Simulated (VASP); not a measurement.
# InO in VASP: further runs, part 2 of 2

VASP 6.6.1.

### Step 3. Single point, r2SCAN

This run uses another cell than the first one, of the same volume but with other edges.

Input file POSCAR:

```
InO
1.0
    3.3979006105      0.0000000000      0.0000000000
   -1.6989503053      2.9426682482      0.0000000000
    0.0000000000      0.0000000000     16.4020216013
In O
2 2
Direct
    0.6666666667      0.3333333333      0.5900210000
    0.6666666667      0.3333333333      0.4099790000
    0.0000000000      0.0000000000      0.6398670000
    0.0000000000      0.0000000000      0.3601330000
```

Input file INCAR.step1:

```
ALGO     = Normal         # electronic algorithm
EDIFF    = 1E-4           # SCF threshold, eV
ENCUT    = 520            # plane-wave cutoff, eV
GGA      = PE             # functional
ISMEAR   = 0              # smearing method
LASPH    = True           # aspherical terms in the spheres
LCHARG   = False          # write CHGCAR
LREAL    = False          # projectors in reciprocal space
LWAVE    = True           # write WAVECAR
NBANDS   = 27             # bands
NELM     = 60             # most SCF steps
PREC     = Accurate       # precision mode
SIGMA    = 0.05           # smearing width, eV
```

Input file INCAR.step2:

```
ALGO     = Normal         # electronic algorithm
EDIFF    = 1E-6           # SCF threshold, eV
ENCUT    = 520            # plane-wave cutoff, eV
ISIF     = 2              # what is computed and relaxed
ISMEAR   = 0              # smearing method
ISTART   = 1            
LASPH    = True           # aspherical terms in the spheres
LCHARG   = True           # write CHGCAR
LELF     = True           # ELF
LMIXTAU  = True         
LREAL    = False          # projectors in reciprocal space
LVHAR    = True         
LWAVE    = False          # write WAVECAR
METAGGA  = R2SCAN         # meta-GGA
NBANDS   = 27             # bands
NELM     = 60             # most SCF steps
PREC     = Accurate       # precision mode
SIGMA    = 0.05           # smearing width, eV
```

Input file KPOINTS:

```
k-points
0
Gamma
  12 12 2
```

Potentials or basis: VASP PAW PBE potentials, release 64 (In_d, O).

Started as:

```sh
$ cat potpaw_PBE.64/In_d/POTCAR potpaw_PBE.64/O/POTCAR > POTCAR
$ cp INCAR.step1 INCAR
$ mpirun -np 1 vasp_std > vasp.out
$ cp INCAR.step2 INCAR
$ mpirun -np 1 vasp_std > vasp.out
```

OUTCAR:

```text
EDIFF = 1E-6
   ENCUT = 520
   ISIF = 2
   ISMEAR = 0
   ISTART = 1
   LASPH = True
   LREAL = False
   METAGGA = R2SCAN
   NELM = 60
   PREC = Accurate

 ion  position               nearest neighbor table
   1  0.667  0.333  0.590-   3 2.13   3 2.13   3 2.13   2 2.95
   2  0.667  0.333  0.410-   4 2.13   4 2.13   4 2.13   1 2.95
   3  0.000  0.000  0.640-   1 2.13   1 2.13   1 2.13
   4  0.000  0.000  0.360-   2 2.13   2 2.13   2 2.13

  LATTYP: Found a hexagonal cell.
 ALAT       =     3.3979006105
 C/A-ratio  =     4.8271045806

  Lattice vectors:

 A1 = (   3.3979006105,   0.0000000000,   0.0000000000)
 A2 = (  -1.6989503053,   2.9426682482,   0.0000000000)
 A3 = (   0.0000000000,   0.0000000000,  16.4020216013)

Analysis of symmetry for initial positions (statically):
=====================================================================
 Subroutine PRICEL returns:
 Original cell was already a primitive cell.

 Routine SETGRP: Setting up the symmetry group for a
 hexagonal supercell.

 Subroutine GETGRP returns: Found 12 space group operations
 (whereof 12 operations were pure point group operations)
 out of a pool of 24 trial point group operations.

The static configuration has the point symmetry D_3h.

Analysis of symmetry for dynamics (positions and initial velocities):
=====================================================================
 Subroutine PRICEL returns:
 Original cell was already a primitive cell.

 Routine SETGRP: Setting up the symmetry group for a
 hexagonal supercell.

 Subroutine GETGRP returns: Found 12 space group operations
 (whereof 12 operations were pure point group operations)
 out of a pool of 24 trial point group operations.

The dynamic configuration has the point symmetry D_3h.

 Subroutine INISYM returns: Found 12 space group operations
[... 112 lines left out ...]
   NELECT =      38.0000    total number of electrons
   NUPDOWN=      -1.0000    fix difference up-down
   EMIN   =  10.00;   EMAX   =-10.00  energy-range for DOS
   EFERMI =   0.00;   METHOD = LEGACY
   ISMEAR =     0;   SIGMA  =   0.05  broadening in eV -4-tet -1-fermi 0-gaus
   EFERMI_NEDOS =   21; number of points for ismear=-14 and -15
   IALGO  =     38    algorithm
   IMIX   =      4    mixing-type and parameters
     AMIX     =   0.40;   BMIX     =  1.00
     AMIX_MAG =   1.60;   BMIX_MAG =  1.00
  volume/ion in A,a.u.               =      41.00       276.69
  Fermi-wavevector in a.u.,A,eV,Ry     =   1.005510  1.900138 13.756166  1.011050
  Thomas-Fermi vector in A             =   2.138194
   LORBIT       =      0    0 simple, 1 ext, 2 COOP (PROOUT), +10 PAW based schemes
   METAGGA = R2SCAN    functional components
   LHFCALC =     F    Hartree Fock is set to
   AEXX    =    0.0000 exact exchange contribution
   IVDW    =     0    specifies the selected vdW correction
   LEPSILON=     F    determine dielectric tensor
   LRPA    =     F    only Hartree local field effects (RPA)
 non-spin polarized calculation
 Gauss-broadening in eV      SIGMA  =   0.05
  energy-cutoff  :      520.00
  volume of cell :      164.00
 maximum number of plane-waves:      4452
 NGX is ok and might be reduce to    28

 number of electron      37.9999997 magnetization

 Free energy of the ion-electron system (eV)
  ---------------------------------------------------
  ext. energy  EPLUGINS =         0.00000000
  ---------------------------------------------------
  free energy    TOTEN  =       -62.07079988 eV

  energy without entropy =      -62.07079988  energy(sigma->0) =      -62.07079988

 E-fermi :  -1.5729     XC(G=0):  -4.9185

 val. band max:       -1.7879872147   @ k =   0.3333   0.3333   0.5000
 cond. band min:      -1.2427807963   @ k =   0.0000   0.0000   0.5000
 fundamental gap:      0.5452064184
 Fermi energy:        -1.5728566075

 k-point     1 :       0.0000    0.0000    0.0000
  band No.  band energies     occupation
      1     -20.8136      2.00000
      2     -20.7995      2.00000
      3     -15.9391      2.00000
      4     -15.9391      2.00000
      5     -15.9043      2.00000
      6     -15.9043      2.00000
[... 709 lines left out ...]
     26       7.3436      0.00000
     27       7.5349      0.00000

 [... further k-points ...]
[... 5 lines left out ...]
  --------------------------------------------------------------------------------------
  -------------------------------------------------------------------------------------
  Total       -0.0560818     -0.0560818     -2.1235240      0.0000000     -0.0000000      0.0000000
  in kB       -0.5478774     -0.5478774    -20.7452369      0.0000000     -0.0000000      0.0000000
  external PRESSURE =      -7.2803306 kB  Pullay stress =       0.0000000 kB

 VOLUME and BASIS-vectors are now :
 -----------------------------------------------------------------------------
  energy-cutoff  :      520.00
  volume of cell :      164.00
      direct lattice vectors                 reciprocal lattice vectors
     3.397900610  0.000000000  0.000000000     0.294299367  0.169913819  0.000000000
    -1.698950305  2.942668248  0.000000000     0.000000000  0.339827638  0.000000000
     0.000000000  0.000000000 16.402021601     0.000000000  0.000000000  0.060968094

 POSITION                                       TOTAL-FORCE (eV/Angst)
 -----------------------------------------------------------------------------------
      1.69895      0.98089      9.67754         0.000000     -0.000000     -0.240390
      1.69895      0.98089      6.72448         0.000000     -0.000000      0.240390
      0.00000      0.00000     10.49511        -0.000000      0.000000     -0.295781
      0.00000      0.00000      5.90691        -0.000000      0.000000      0.295781
 -----------------------------------------------------------------------------------
    total drift:                               -0.000008      0.000005      0.000000

  FREE ENERGIE OF THE ION-ELECTRON SYSTEM (eV)
  ---------------------------------------------------
  free  energy   TOTEN  =       -62.0707998826 eV

  energy  without entropy=      -62.0707998826  energy(sigma->0) =      -62.07079988
```

OUTCAR.step1:

```text
EDIFF = 1E-4
   ENCUT = 520
   GGA = PE
   ISMEAR = 0
[... 950 lines left out ...]
      1.69895      0.98089      9.67754        -0.000000     -0.000000     -0.443090
      1.69895      0.98089      6.72448         0.000000      0.000000      0.443090
      0.00000      0.00000     10.49511         0.000000      0.000000      0.063416
      0.00000      0.00000      5.90691         0.000000     -0.000000     -0.063416
 -----------------------------------------------------------------------------------
    total drift:                               -0.000000      0.000000      0.000000

  FREE ENERGIE OF THE ION-ELECTRON SYSTEM (eV)
  ---------------------------------------------------
  free  energy   TOTEN  =       -19.3777643686 eV

  energy  without entropy=      -19.3777591609  energy(sigma->0) =      -19.37776176
```

Run time: 8.3 min. Hardware: 1 thread of Intel Xeon 6975P-C (Granite Rapids), shared host; peak memory 0.42 GiB.

Results:

```yaml
Free_energy: -62.0708 eV
Largest_force: 0.296 eV/Å
Band_gap_on_the_k_mesh: 0.55 eV, indirect (least direct gap 1.51 eV)
```

Forces on the atoms (eV/Å):
```
In   0.000  0.000 -0.240
In   0.000  0.000  0.240
O    0.000  0.000 -0.296
O    0.000  0.000  0.296
```

Caveat: the PAW data sets were made with another functional, which shifts forces and pressure a little; spin-orbit coupling is left out, which moves the levels of the heavy elements.
